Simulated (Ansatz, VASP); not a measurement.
**Fe: VASP beside Ansatz**

```
CELL_PARAMETERS angstrom
0.00000 1.88851 1.91124
1.45737 0.00000 1.91124
1.45737 1.88851 0.00000
ATOMIC_POSITIONS crystal
Fe 0.00000 0.00000 0.00000
```

Alike in both runs: task single point; functional PBE; k mesh 20 × 20 × 20; occupations gaussian, width 0.1 eV; collinear spin.

|  | VASP | Ansatz |
| --- | --- | --- |
| version | VASP 6.6.1 | Ansatz 0.2.0 |
| potentials or method | VASP PAW PBE potentials, release 64 (Fe), cutoff 520 eV | scalar-relativistic, plane waves, PAW |
| valence electrons in the cell | 8 | 16 |

|  | VASP | Ansatz | Ansatz less VASP |
| --- | --- | --- | --- |
| gap on the k mesh at the Fermi level (eV) | none | none | - |
| pressure (GPa) | 17.9 | 18.3 | +0.39 |
| traceless stress, the component that is largest in VASP (GPa) | -7.65 | -7.67 | -0.011 |
| net moment per atom (μB) | 2.07 | 2.05 | -0.017 |
| size of the moment on the site where the two differ most (μB) | 2.05 | 2.08 | +0.029 |

Site moments also hang on the region over which each program counts them. A gap of «none» marks a metal or a gap that the smearing closes. The functional is the same, so the differences come from potentials, cutoffs and numerics. VASP's potentials hold 8 valence electrons a cell and Ansatz's 16, so a difference there can come from the potentials and not from the codes.
